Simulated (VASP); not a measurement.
# BN: single point with PBEsol

Crystal: BN.

```xyz
2
Lattice="1.2328 0.7118 2.5682 -1.2328 0.7118 2.5682 0.0000 -1.4235 2.5682" Properties=species:S:1:pos:R:3 pbc="T T T"
B     0.0000    0.0000    7.7258
N     0.0000    0.0000    2.5402
```

| Quantity | Value |
| --- | --- |
| Program | VASP 6.6.1 |
| Task | single point |
| Functional | PBEsol |
| Potentials or basis | VASP PAW PBE potentials, release 64 (B, N) |
| Cutoff | 520 eV |
| k mesh | 12 × 12 × 12 |
| Occupations | gaussian, width 0.02 eV |
| Spin | no spin polarisation |
| Dipole correction | no |
| Further INCAR settings | ALGO = Normal; EDIFF = 1e-06; NBANDS = 11 |

```yaml
Pressure: 25.5 GPa
Band_gap_on_the_k_mesh: 3.30 eV, indirect (least direct gap 4.93 eV)
```

Stress tensor (GPa, compression positive):
```
25.77  0.00  0.00
 0.00 25.77  0.00
 0.00  0.00 24.89
```

Levels at points of the mesh, in eV from the valence-band top:
```tsv
k point	band 1	band 2	band 3	band 4	band 5	band 6	band 7	band 8
(0.00, 0.00, 0.00)	-19.16	-2.39	-1.54	-1.54	7.35	11.64	11.64	13.13
(0.50, 0.00, 0.00)	-15.36	-10.00	-4.34	-0.23	5.30	10.88	14.54	18.44
(0.50, 0.50, 0.00)	-14.87	-9.28	-4.85	-2.48	3.30	9.28	16.70	21.64
(0.50, 0.50, 0.50)	-17.56	-8.55	-1.74	-1.74	11.25	11.25	12.50	13.41
```

Wall time 42 s on 1 thread of Intel Xeon 8259CL (shared host), peak memory 0.15 GiB.

Caveat: the PAW data sets were made with another functional, which shifts forces and pressure a little. PBEsol gaps usually lie below the measured ones, often by a third to a half.
